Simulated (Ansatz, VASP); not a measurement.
**TaN in VASP and in Ansatz**

```
CELL_PARAMETERS angstrom
0.00000 2.17900 2.17900
2.17900 0.00000 2.17900
2.17900 2.17900 0.00000
ATOMIC_POSITIONS crystal
Ta 0.50000 0.50000 0.50000
N 0.00000 0.00000 0.00000
```

Alike in both runs: task single point; functional r2SCAN; k mesh 7 × 7 × 7; occupations gaussian, width 0.05 eV; collinear spin; Hubbard terms Ta d U = 2.0 eV.

|  | VASP | Ansatz |
| --- | --- | --- |
| version | VASP 6.6.1 | Ansatz 0.2.0 |
| potentials or method | VASP PAW PBE potentials, release 64 (Ta_pv, N), cutoff 520 eV | scalar-relativistic, plane waves, PAW |
| valence electrons in the cell | 16 | 18 |

|  | VASP | Ansatz | Ansatz less VASP |
| --- | --- | --- | --- |
| gap on the k mesh at the Fermi level (eV) | none | none | - |
| pressure (GPa) | 18.0 | 11.4 | -6.57 |
| net moment per atom (μB) | 0.00 | 0.07 | +0.075 |
| size of the moment on the site where the two differ most (μB) | 0.00 | 0.07 | +0.066 |

VASP's potentials were made for PBE, not for r2SCAN. Site moments also hang on the region over which each program counts them. The programs project onto different local orbitals, so the same U acts differently, and such runs can settle in different states. A gap of «none» marks a metal or a gap that the smearing closes. VASP's potentials hold 16 valence electrons a cell and Ansatz's 18, so a difference there can come from the potentials and not from the codes. Ansatz's warnings: filled band counts differ across k points, seeded moment not kept, stability check not made.

Spin-orbit coupling is off throughout.
